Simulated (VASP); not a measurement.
# HfC (Fm-3m) in VASP: a series of runs

HfC is run at these levels: LDA; tasks: single point, relaxation of cell and atoms.

All numbers are computed with VASP 6.6.1; they aren't measurements. Logs are shortened: lines on timing, memory, paths and dates and some standing lists are left out, and cuts for length are marked.

## (1) The cell of the first run

It takes space group Fm-3m (No. 225, cubic). The conventional cell has a = 4.573 Å, b = 4.573 Å, c = 4.573 Å, α = 90.00°, β = 90.00°, γ = 90.00°. Hf (site symmetry m-3m) has 6 C at 2.29 Å within 3.0 Å. C (site symmetry m-3m) has 6 Hf at 2.29 Å within 3.0 Å.

## (2) Single point, LDA

Input file INCAR:

```
SYSTEM = HfC
PREC = Accurate
ENCUT = 520
EDIFF = 1E-6
ISMEAR = -1
SIGMA = 0.08
LREAL = .FALSE.
LASPH = .TRUE.
NELM = 60
ALGO = Normal
ISIF = 2
LWAVE = .FALSE.
LCHARG = .FALSE.
GGA = CA
NBANDS = 14
```

Input file KPOINTS:

```
Automatic mesh
0
G
  18 18 18
  0 0 0
```

Input file POSCAR:

```
HfC
1.0
    0.0000000000      2.2864285468      2.2864285468
    2.2864285468      0.0000000000      2.2864285468
    2.2864285468      2.2864285468      0.0000000000
Hf C
1 1
Direct
    0.5000000000      0.5000000000      0.5000000000
    0.0000000000      0.0000000000      0.0000000000
```

Potentials or basis: VASP PAW LDA potentials, release 64 (Hf_pv, C).

Command:

```sh
cat potpaw_LDA.64/Hf_pv/POTCAR potpaw_LDA.64/C/POTCAR > POTCAR
mpirun -np 1 vasp_std > vasp.out
```

OUTCAR:

```text
SYSTEM = HfC
   PREC = Accurate
   ENCUT = 520
   EDIFF = 1E-6
   ISMEAR = -1
   LREAL = .FALSE.
   LASPH = .TRUE.
   NELM = 60
   ISIF = 2
   GGA = CA

 ion  position               nearest neighbor table
   1  0.500  0.500  0.500-   2 2.29   2 2.29   2 2.29   2 2.29   2 2.29   2 2.29
   2  0.000  0.000  0.000-   1 2.29   1 2.29   1 2.29   1 2.29   1 2.29   1 2.29

  LATTYP: Found a face centered cubic cell.
 ALAT       =     4.5728570936

  Lattice vectors:

 A1 = (   0.0000000000,   2.2864285468,   2.2864285468)
 A2 = (   2.2864285468,   0.0000000000,   2.2864285468)
 A3 = (   2.2864285468,   2.2864285468,   0.0000000000)

Analysis of symmetry for initial positions (statically):
=====================================================================
 Subroutine PRICEL returns:
 Original cell was already a primitive cell.

 Routine SETGRP: Setting up the symmetry group for a
 face centered cubic supercell.

 Subroutine GETGRP returns: Found 48 space group operations
 (whereof 48 operations were pure point group operations)
 out of a pool of 48 trial point group operations.

The static configuration has the point symmetry O_h .

Analysis of symmetry for dynamics (positions and initial velocities):
=====================================================================
 Subroutine PRICEL returns:
 Original cell was already a primitive cell.

 Routine SETGRP: Setting up the symmetry group for a
 face centered cubic supercell.

 Subroutine GETGRP returns: Found 48 space group operations
 (whereof 48 operations were pure point group operations)
 out of a pool of 48 trial point group operations.

The dynamic configuration has the point symmetry O_h .

 Subroutine INISYM returns: Found 48 space group operations
 (whereof 48 operations are pure point group operations),
 and found     1 'primitive' translations

----------------------------------------------------------------------------------------

                                     Primitive cell

  volume of cell :      23.9058

  direct lattice vectors                    reciprocal lattice vectors
     0.000000000  2.286428547  2.286428547    -0.218681664  0.218681664  0.218681664
     2.286428547  0.000000000  2.286428547     0.218681664 -0.218681664  0.218681664
     2.286428547  2.286428547  0.000000000     0.218681664  0.218681664 -0.218681664

  length of vectors
     3.233498260  3.233498260  3.233498260     0.378767753  0.378767753  0.378767753

  position of ions in fractional coordinates (direct lattice)
     0.500000000  0.500000000  0.500000000
     0.000000000  0.000000000  0.000000000

  ion indices of the primitive-cell ions
   primitive index   ion index
                 1           1
                 2           2

----------------------------------------------------------------------------------------

 KPOINTS: Automatic mesh

Automatic generation of k-mesh.
 Grid dimensions read from file:
 generate k-points for:   18   18   18

 Generating k-lattice:

  Cartesian coordinates                     Fractional coordinates (reciprocal lattice)
    -0.012148981  0.012148981  0.012148981     0.055555556  0.000000000  0.000000000
     0.012148981 -0.012148981  0.012148981     0.000000000  0.055555556  0.000000000
     0.012148981  0.012148981 -0.012148981     0.000000000  0.000000000  0.055555556

  Length of vectors
     0.021042653  0.021042653  0.021042653

  Shift w.r.t. Gamma in fractional coordinates (k-lattice)
     0.000000000  0.000000000  0.000000000

 Subroutine IBZKPT returns following result:
 ===========================================

 Found    195 irreducible k-points:

 Following reciprocal coordinates:
            Coordinates               Weight
  0.000000  0.000000  0.000000      1.000000
  0.055556  0.000000  0.000000      8.000000
  0.111111  0.000000  0.000000      8.000000
  0.166667  0.000000  0.000000      8.000000
  0.222222  0.000000  0.000000      8.000000
  0.277778  0.000000  0.000000      8.000000
[... 16 lines left out ...]
 -0.277778  0.055556  0.000000     24.000000
 -0.222222  0.055556  0.000000     24.000000
 [... further k-points ...]
   k-points           NKPTS =    195   k-points in BZ     NKDIM =    195   number of bands    NBANDS=     14
   number of dos      NEDOS =    301   number of ions     NIONS =      2
   total plane-waves  NPLWV =  13824
   dimension x,y,z NGX =    24 NGY =   24 NGZ =   24
   dimension x,y,z NGXF=    48 NGYF=   48 NGZF=   48
   ions per type =               1   1
   NGX,Y,Z   is equivalent  to a cutoff of  12.34, 12.34, 12.34 a.u.
   NGXF,Y,Z  is equivalent  to a cutoff of  24.68, 24.68, 24.68 a.u.
 SYSTEM =  HfC
   PREC   = accura    normal or accurate (medium, high low for compatibility)
   ISTART =      0    job   : 0-new  1-cont  2-samecut
   ICHARG =      2    charge: 1-file 2-atom 10-const
   ISPIN  =      1    spin polarized calculation?
   LNONCOLLINEAR =      F non collinear calculations
   LSORBIT =      F    spin-orbit coupling
   LASPH  =      T    aspherical Exc in radial PAW
   ENCUT  =  520.0 eV  38.22 Ry    6.18 a.u.   6.01  6.01  6.01*2*pi/ulx,y,z
   NELM   =     60;   NELMIN=  2; NELMDL= -5     # of ELM steps
   EDIFF  = 0.1E-05   stopping-criterion for ELM
   LREAL  =      F    real-space projection
   EDIFFG = 0.1E-04   stopping-criterion for IOM
   NSW    =      0    number of steps for IOM
   IBRION =     -1    ionic relax: 0-MD 1-quasi-New 2-CG
   NFREE  =      0    steps in history (QN), initial steepest desc. (CG)
   ISIF   =      2    stress and relaxation
   ISYM   =      2    0-nonsym 1-usesym 2-fastsym
   POTIM  = 0.5000    time-step for ionic-motion
   TEBEG  =    0.0;   TEEND  =   0.0 temperature during run
   PSTRESS=    0.0 pullay stress
   NELECT =      14.0000    total number of electrons
   NUPDOWN=      -1.0000    fix difference up-down
   EMIN   =  10.00;   EMAX   =-10.00  energy-range for DOS
   EFERMI =   0.00;   METHOD = LEGACY
   ISMEAR =    -1;   SIGMA  =   0.08  broadening in eV -4-tet -1-fermi 0-gaus
   EFERMI_NEDOS =   21; number of points for ismear=-14 and -15
   IALGO  =     38    algorithm
   IMIX   =      4    mixing-type and parameters
     AMIX     =   0.40;   BMIX     =  1.00
     AMIX_MAG =   1.60;   BMIX_MAG =  1.00
  volume/ion in A,a.u.               =      11.95        80.66
  Fermi-wavevector in a.u.,A,eV,Ry     =   1.369672  2.588305 25.524544  1.876001
  Thomas-Fermi vector in A             =   2.495526
   LORBIT       =      0    0 simple, 1 ext, 2 COOP (PROOUT), +10 PAW based schemes
   GGA     = CA    functional components
   LHFCALC =     F    Hartree Fock is set to
   AEXX    =    0.0000 exact exchange contribution
   IVDW    =     0    specifies the selected vdW correction
   LEPSILON=     F    determine dielectric tensor
   LRPA    =     F    only Hartree local field effects (RPA)
 non-spin polarized calculation
  energy-cutoff  :      520.00
  volume of cell :       23.91
 maximum number of plane-waves:       657
   NGX = 13   NGY = 13   NGZ = 13

 number of electron      14.0000000 magnetization

 Free energy of the ion-electron system (eV)
  ---------------------------------------------------
  ext. energy  EPLUGINS =         0.00000000
  ---------------------------------------------------
  free energy    TOTEN  =       -22.89759746 eV

  energy without entropy =      -22.89147767  energy(sigma->0) =      -22.89453756

 E-fermi :   6.2550     XC(G=0): -12.7337

 val. band max:        6.2471947953   @ k =   0.4444   0.3889   0.0000
 cond. band min:       6.2583879728   @ k =   0.5000   0.5000   0.0000
 fundamental gap:      0.0111931774
 Fermi energy:         6.2550338184

 k-point     1 :       0.0000    0.0000    0.0000
  band No.  band energies     occupation
      1     -22.9095      2.00000
      2     -22.9095      2.00000
      3     -22.9095      2.00000
      4      -6.1435      2.00000
      5       7.3026      0.00000
      6       7.3026      0.00000
      7       7.3026      0.00000
      8       7.5646      0.00000
      9       7.5646      0.00000
     10       7.5646      0.00000
     11       9.7297      0.00000
     12       9.7297      0.00000
     13      13.8115      0.00000
     14      17.4385      0.00000

 k-point     2 :       0.0556    0.0000    0.0000
  band No.  band energies     occupation
      1     -22.9368      2.00000
      2     -22.9120      2.00000
      3     -22.9120      2.00000
      4      -6.0578      2.00000
      5       6.6033      0.02540
      6       6.8268      0.00157
      7       6.8268      0.00157
      8       7.7787      0.00000
      9       7.7787      0.00000
     10       8.0743      0.00000
     11      10.1628      0.00000
     12      10.1628      0.00000
     13      13.9798      0.00000
     14      17.6731      0.00000

 k-point     3 :       0.1111    0.0000    0.0000
  band No.  band energies     occupation
      1     -23.0146      2.00000
      2     -22.9193      2.00000
      3     -22.9193      2.00000
      4      -5.8069      2.00000
      5       5.6626      1.99878
      6       6.0835      1.79030
      7       6.0835      1.79030
      8       8.0720      0.00000
      9       8.0720      0.00000
     10       8.5096      0.00000
     11      11.1206      0.00000
     12      11.1206      0.00000
     13      14.4332      0.00000
     14      18.3382      0.00000

 k-point     4 :       0.1667    0.0000    0.0000
  band No.  band energies     occupation
      1     -23.1315      2.00000
      2     -22.9304      2.00000
      3     -22.9304      2.00000
      4      -5.4081      2.00000
      5       4.6627      2.00000
      6       5.3421      1.99998
      7       5.3421      1.99998
      8       8.4812      0.00000
      9       8.4812      0.00000
     10       8.8381      0.00000
     11      12.2773      0.00000
     12      12.2773      0.00000
     13      15.0423      0.00000
     14      19.3079      0.00000

 k-point     5 :       0.2222    0.0000    0.0000
  band No.  band energies     occupation
      1     -23.2712      2.00000
      2     -22.9440      2.00000
      3     -22.9440      2.00000
      4      -4.8870      2.00000
      5       3.6603      2.00000
      6       4.6761      2.00000
      7       4.6761      2.00000
      8       9.0162      0.00000
      9       9.0162      0.00000
     10       9.1592      0.00000
     11      13.5131      0.00000
[... 276 lines left out ...]
 k-point    22 :      -0.3333    0.0556    0.0000
  band No.  band energies     occupation
      1     -23.5811      2.00000
      2     -23.0048      2.00000
      3     -22.9683      2.00000
      4      -3.3566      2.00000
      5       1.4629      2.00000
      6       3.4630      2.00000
      7       3.6749      2.00000
      8      10.0898      0.00000
      9      10.2581      0.00000
     10      11.2638      0.00000
     11      15.2817      0.00000
     12      15.8799      0.00000
     13      16.9474      0.00000
     14      19.3809      0.00000

 k-point    23 :      -0.2778    0.0556    0.0000
  band No.  band energies     occupation
      1     -23.4597      2.00000
      2     -22.9934      2.00000
      3     -22.9530      2.00000
      4      -4.0176      2.00000
      5       2.3218      2.00000
      6       3.8220      2.00000
      7       4.0934      2.00000
      8       9.5460      0.00000
      9       9.5634      0.00000
     10      10.5991      0.00000
     11      14.3450      0.00000
     12      15.8449      0.00000
     13      16.0986      0.00000
     14      19.3860      0.00000

 k-point    24 :      -0.2222    0.0556    0.0000
  band No.  band energies     occupation
      1     -23.3215      2.00000
      2     -22.9784      2.00000
      3     -22.9379      2.00000
      4      -4.6396      2.00000
      5       3.2407      2.00000
      6       4.3026      2.00000
      7       4.6083      2.00000
      8       8.8968      0.00000
      9       9.1711      0.00000
     10       9.9389      0.00000
     11      13.1602      0.00000
     12      14.6285      0.00000
     13      15.9427      0.00000
     14      19.3923      0.00000

 [... further k-points ...]

------------------------ aborting loop because EDIFF is reached ----------------------------------------

  FORCE on cell =-STRESS in cart. coord.  units (eV):
  Direction    XX          YY          ZZ          XY          YZ          ZX
  --------------------------------------------------------------------------------------
  -------------------------------------------------------------------------------------
  Total        0.0925986      0.0925986      0.0925986      0.0000000     -0.0000000      0.0000000
  in kB        6.2060023      6.2060023      6.2060023      0.0000000     -0.0000000      0.0000000
  external PRESSURE =       6.2060023 kB  Pullay stress =       0.0000000 kB

 VOLUME and BASIS-vectors are now :
 -----------------------------------------------------------------------------
  energy-cutoff  :      520.00
  volume of cell :       23.91
      direct lattice vectors                 reciprocal lattice vectors
     0.000000000  2.286428547  2.286428547    -0.218681664  0.218681664  0.218681664
     2.286428547  0.000000000  2.286428547     0.218681664 -0.218681664  0.218681664
     2.286428547  2.286428547  0.000000000     0.218681664  0.218681664 -0.218681664

 POSITION                                       TOTAL-FORCE (eV/Angst)
 -----------------------------------------------------------------------------------
      2.28643      2.28643      2.28643        -0.000000     -0.000000     -0.000000
      0.00000      0.00000      0.00000         0.000000      0.000000      0.000000
 -----------------------------------------------------------------------------------
    total drift:                                0.000000     -0.000000      0.000000

  FREE ENERGIE OF THE ION-ELECTRON SYSTEM (eV)
  ---------------------------------------------------
  free  energy   TOTEN  =       -22.8975974620 eV

  energy  without entropy=      -22.8914776671  energy(sigma->0) =      -22.89453756
```

It took 60 s on 1 thread of Intel Xeon 8259CL, shared host; peak memory 0.19 GiB.

Results:

| Item | Value |
| --- | --- |
| Free energy | -22.8976 eV |
| Pressure | 0.6 GPa |
| Band gap on the k mesh | zero (bands 7 and 8 overlap by 1.45 eV) |

Levels at points of the mesh, in eV from the Fermi level:
```
           k point  band 5  band 6  band 7  band 8  band 9  band 10
(0.00, 0.00, 0.00)    1.05    1.05    1.05    1.31    1.31     1.31
(0.50, 0.00, 0.00)   -6.36   -3.17   -3.17    5.50    5.50     6.02
(0.50, 0.50, 0.00)   -2.44   -2.01    0.00    0.00    5.54     7.03
```

Caveat: spin-orbit coupling is left out, which moves the levels of the heavy elements.

## (3) Relaxation of cell and atoms, LDA

This run uses another cell than the first one, of 12.57 Å³/atom.

Input file INCAR:

```
SYSTEM = HfC
  ALGO = Normal
  EDIFF = 1E-7
  EDIFFG = -0.002
  ENCUT = 600
  GGA = CA
  IBRION = 2
  ISIF = 3
  ISMEAR = -1
  LASPH = .TRUE.
  LCHARG = .FALSE.
  LREAL = .FALSE.
  LWAVE = .FALSE.
  NELM = 80
  NSW = 100
  PREC = Accurate
  SIGMA = 0.08
```

Input file KPOINTS:

```
k-points
0
G
  18 18 18
  0 0 0
```

Input file POSCAR:

```
HfC
1.0
    0.0000000000      2.3250000000      2.3250000000
    2.3250000000      0.0000000000      2.3250000000
    2.3250000000      2.3250000000      0.0000000000
Hf C
1 1
Direct
    0.5000000000      0.5000000000      0.5000000000
    0.0000000000      0.0000000000      0.0000000000
```

Potentials or basis: VASP PAW LDA potentials, release 64 (Hf_pv, C).

Command:

```sh
cat potpaw_LDA.64/Hf_pv/POTCAR potpaw_LDA.64/C/POTCAR > POTCAR
mpirun -np 1 vasp_std > vasp.out
```

OUTCAR:

```text
SYSTEM = HfC
   EDIFF = 1E-7
   EDIFFG = -0.002
   ENCUT = 600
   GGA = CA
   IBRION = 2
   ISIF = 3
   ISMEAR = -1
   LASPH = .TRUE.
   LREAL = .FALSE.
   NELM = 80
   NSW = 100
   PREC = Accurate

 ion  position               nearest neighbor table
   1  0.500  0.500  0.500-   2 2.33   2 2.33   2 2.33   2 2.33   2 2.33   2 2.33
   2  0.000  0.000  0.000-   1 2.33   1 2.33   1 2.33   1 2.33   1 2.33   1 2.33

  LATTYP: Found a face centered cubic cell.
 ALAT       =     4.6500000000

  Lattice vectors:

 A1 = (   0.0000000000,   2.3250000000,   2.3250000000)
 A2 = (   2.3250000000,   0.0000000000,   2.3250000000)
 A3 = (   2.3250000000,   2.3250000000,   0.0000000000)

Analysis of symmetry for initial positions (statically):
=====================================================================
 Subroutine PRICEL returns:
[... 408 lines left out ...]
      3     -22.9353      2.00000
      4      -6.1509      2.00000
      5       7.2838      0.00000
      6       7.2838      0.00000
      7       7.2838      0.00000
      8       7.5480      0.00000
      9       7.5480      0.00000
     10       7.5480      0.00000
     11       9.7073      0.00000
[... 309 lines left out ...]
 k-point    24 :      -0.2222    0.0556    0.0000
  band No.  band energies     occupation
      1     -23.3442      2.00000
      2     -23.0038      2.00000
      3     -22.9635      2.00000
      4      -4.6514      2.00000
      5       3.2272      2.00000
      6       4.2903      2.00000
      7       4.5950      2.00000
      8       8.8770      0.00000
      9       9.1502      0.00000
     10       9.9161      0.00000
     11      13.1290      0.00000

 [... further k-points ...]

------------------------ aborting loop because EDIFF is reached ----------------------------------------

  FORCE on cell =-STRESS in cart. coord.  units (eV):
  Direction    XX          YY          ZZ          XY          YZ          ZX
  --------------------------------------------------------------------------------------
  -------------------------------------------------------------------------------------
  Total        0.0001917      0.0001917      0.0001917      0.0000000      0.0000000      0.0000000
  in kB        0.0128233      0.0128233      0.0128233      0.0000000      0.0000000      0.0000000
  external PRESSURE =       0.0128233 kB  Pullay stress =       0.0000000 kB
[... 17 lines left out ...]
  FREE ENERGIE OF THE ION-ELECTRON SYSTEM (eV)
  ---------------------------------------------------
  free  energy   TOTEN  =       -22.9002974580 eV

  energy  without entropy=      -22.8941811164  energy(sigma->0) =      -22.89723929

 reached required accuracy - stopping structural energy minimisation
```

CONTCAR:

```text
HfC
   1.00000000000000
    -0.0000000000000000    2.2879137742011917    2.2879137742011917
     2.2879137742011917   -0.0000000000000000    2.2879137742011917
     2.2879137742011917    2.2879137742011917    0.0000000000000000
  Hf              C
     1     1
Direct
     0.5000000000000000    0.5000000000000000    0.5000000000000000
     0.0000000000000000    0.0000000000000000    0.0000000000000000

  0.00000000E+00  0.00000000E+00  0.00000000E+00
  0.00000000E+00  0.00000000E+00  0.00000000E+00
```

Wall time 7.8 min (1 thread of Intel Xeon 8259CL, shared host); peak memory 0.22 GiB.

What came out:

```yaml
Free_energy: -22.9003 eV
Relaxed_volume: 11.98 Å³/atom
Relaxed_cell: a = 3.236 Å, b = 3.236 Å, c = 3.236 Å, α = 60.00°, β = 60.00°, γ = 60.00°
Space_group_after_relaxing_to_0.1_Å: Fm-3m (No. 225)
Energy_gained_by_relaxing: 22.5 meV/atom
Ionic_steps: 7
Pressure_after_relaxing: 0.0 GPa
Band_gap_on_the_k_mesh: zero (bands 7 and 8 overlap by 1.45 eV)
```

Step by step:
| step | energy change (eV) | largest force (eV/Å) | pressure (GPa) | volume (Å³) |
| --- | --- | --- | --- | --- |
| 1 | 0.0000 | 0.0000 | -11.68 | 25.14 |
| 2 | 0.1166 | 0.0000 | 27.78 | 21.95 |
| 3 | -0.0449 | 0.0000 | -0.35 | 23.98 |
| 4 | -0.0449 | 0.0000 | -0.03 | 23.96 |
| 5 | -0.0449 | 0.0000 | 0.22 | 23.93 |
| 6 | -0.0449 | 0.0000 | -0.34 | 23.98 |
| 7 | -0.0449 | 0.0000 | 0.00 | 23.95 |

Final structure:
```
CELL_PARAMETERS angstrom
0.00000 2.28791 2.28791
2.28791 0.00000 2.28791
2.28791 2.28791 0.00000
ATOMIC_POSITIONS crystal
Hf 0.50000 0.50000 0.50000
C 0.00000 0.00000 0.00000
```

Caveat: spin-orbit coupling is left out, which moves the levels of the heavy elements.
